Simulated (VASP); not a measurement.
A run of VASP 6.6.1 is set up as follows.

The input INCAR:

```
PREC = Accurate ; ENCUT = 450
EDIFF = 1E-7 ; ISMEAR = -1
SIGMA = 0.05 ; LREAL = Auto
LASPH = True ; NELM = 120
ALGO = Normal ; ISIF = 2
LWAVE = False ; LCHARG = False
GGA = PS ; IBRION = 2
NSW = 100 ; EDIFFG = -0.03
ISYM = -1 ; GGA_COMPAT = False
NELMIN = 4 ; KPAR = 1
```

The input KPOINTS:

```
explicit points
1
Reciprocal
  0.25000000   0.25000000   0.25000000 1
```

File POSCAR:

```
Ge
1.0
   11.3511840000      0.0000000000      0.0000000000
    0.0000000000     11.3511840000      0.0000000000
    0.0000000000      0.0000000000     11.3511840000
Ge
63
Direct
    0.9989080000      0.9991340000      0.9978790000
    0.9992660000      0.9994040000      0.4978230000
    0.0019130000      0.5022680000      0.0033700000
    0.0006210000      0.5005480000      0.4995610000
    0.4990060000      0.0004650000      0.9972730000
    0.5031940000      0.0000910000      0.5007010000
    0.4998250000      0.4995410000      0.0017680000
    0.1250600000      0.1254880000      0.1235840000
    0.1256100000      0.1243820000      0.6264280000
    0.1254160000      0.6254490000      0.1271280000
    0.1250380000      0.6228320000      0.6294190000
    0.6229870000      0.1268340000      0.1233140000
    0.6224350000      0.1229050000      0.6252100000
    0.6234320000      0.6262720000      0.1257890000
    0.6259180000      0.6203720000      0.6215480000
    0.2496100000      0.2494150000      0.9987930000
    0.2519450000      0.2502640000      0.5013210000
    0.2494570000      0.7516460000      0.0005700000
    0.2474910000      0.7491880000      0.5009760000
    0.7498270000      0.2520400000      0.9994750000
    0.7503990000      0.2497240000      0.5018900000
    0.7506930000      0.7482980000      0.9997710000
    0.7476790000      0.7523220000      0.5004590000
    0.3758760000      0.3797490000      0.1252140000
    0.3734870000      0.3744280000      0.6237960000
    0.3760270000      0.8733660000      0.1247320000
    0.3750990000      0.8750260000      0.6241060000
    0.8759270000      0.3749150000      0.1283080000
    0.8724580000      0.3732710000      0.6229920000
    0.8747990000      0.8744660000      0.1277270000
    0.8769990000      0.8736140000      0.6255940000
    0.2497650000      0.9995220000      0.2490370000
    0.2507270000      0.0009180000      0.7515610000
    0.2495280000      0.4999790000      0.2499120000
    0.2485370000      0.4981260000      0.7485100000
    0.7471250000      0.0011650000      0.2503130000
    0.7501910000      0.0006680000      0.7450780000
    0.7501020000      0.4991610000      0.2490770000
    0.7499650000      0.4979780000      0.7496250000
    0.3719810000      0.1236620000      0.3762510000
    0.3749140000      0.1251370000      0.8757830000
    0.3743260000      0.6232160000      0.3744930000
    0.3735310000      0.6201640000      0.8768460000
    0.8731190000      0.1284890000      0.3725090000
    0.8794610000      0.1300530000      0.8770940000
    0.8705570000      0.6273900000      0.3771380000
    0.8729410000      0.6269540000      0.8725570000
    0.0020040000      0.2508960000      0.2483350000
    0.9983000000      0.2511560000      0.7510200000
    0.0017770000      0.7467140000      0.2503460000
    0.9984720000      0.7485650000      0.7518070000
    0.4998650000      0.2490840000      0.2513960000
    0.5007400000      0.2507240000      0.7499930000
    0.4988630000      0.7524240000      0.2494550000
    0.4993070000      0.7495140000      0.7498250000
    0.1247040000      0.3730210000      0.3748400000
    0.1265990000      0.3770810000      0.8767490000
    0.1246000000      0.8769420000      0.3729660000
    0.1253360000      0.8738100000      0.8765590000
    0.6247770000      0.3780270000      0.3765400000
    0.6227550000      0.3738090000      0.8725790000
    0.6243520000      0.8750350000      0.3718920000
    0.6257080000      0.8748570000      0.8726340000
```

Potentials or basis: VASP PAW PBE potentials, release 64 (Ge_d).

Command:

```bash
$ cat potpaw_PBE.64/Ge_d/POTCAR > POTCAR
$ mpirun -np 8 vasp_std > vasp.out
```

Q: Estimate the energy gained by relaxing.

A: 19.3 meV/atom.

Stress tensor (GPa, compression positive):
```
-1.54 -0.57 -0.58
-0.57 -1.54 -0.58
-0.58 -0.58 -1.54
```

Caveat: the PAW data sets were made with another functional, which shifts forces and pressure a little.
